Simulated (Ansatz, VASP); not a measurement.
**Two plane-wave programs on Hf2B**

```
CELL_PARAMETERS angstrom
4.41294 0.00000 0.00000
-2.20647 3.82172 0.00000
0.00000 0.00000 5.44590
ATOMIC_POSITIONS crystal
Hf 0.33333 0.66667 0.75000
Hf 0.66667 0.33333 0.25000
Hf 0.00000 0.00000 0.00000
Hf 0.00000 0.00000 0.50000
B 0.33333 0.66667 0.25000
B 0.66667 0.33333 0.75000
```

Alike in both runs: functional PBEsol; k mesh 12 × 12 × 8; occupations gaussian, width 0.1 eV; no spin polarisation.

Ansatz relaxed the structure, and its values are those at the end. VASP's run is a single point on that final structure, the one shown.

```csv
,VASP,Ansatz
version,VASP 6.6.1,Ansatz 0.2.0
potentials or method,"VASP PAW PBE potentials, release 64 (Hf_pv, B), cutoff 520 eV","scalar-relativistic, plane waves, PAW"
valence electrons in the cell,46,110
```

Ansatz gave:

- gap on the k mesh at the Fermi level (eV): none
- pressure (GPa): 0.0

Problem. Which values does VASP return?

Solution. gap on the k mesh at the Fermi level (eV): none; pressure (GPa): -0.4.

VASP's potentials were made for PBE, not for PBEsol. A gap of «none» marks a metal or a gap that the smearing closes. VASP's potentials hold 46 valence electrons a cell and Ansatz's 110, so a difference there can come from the potentials and not from the codes.

Neither program's run includes spin-orbit coupling.
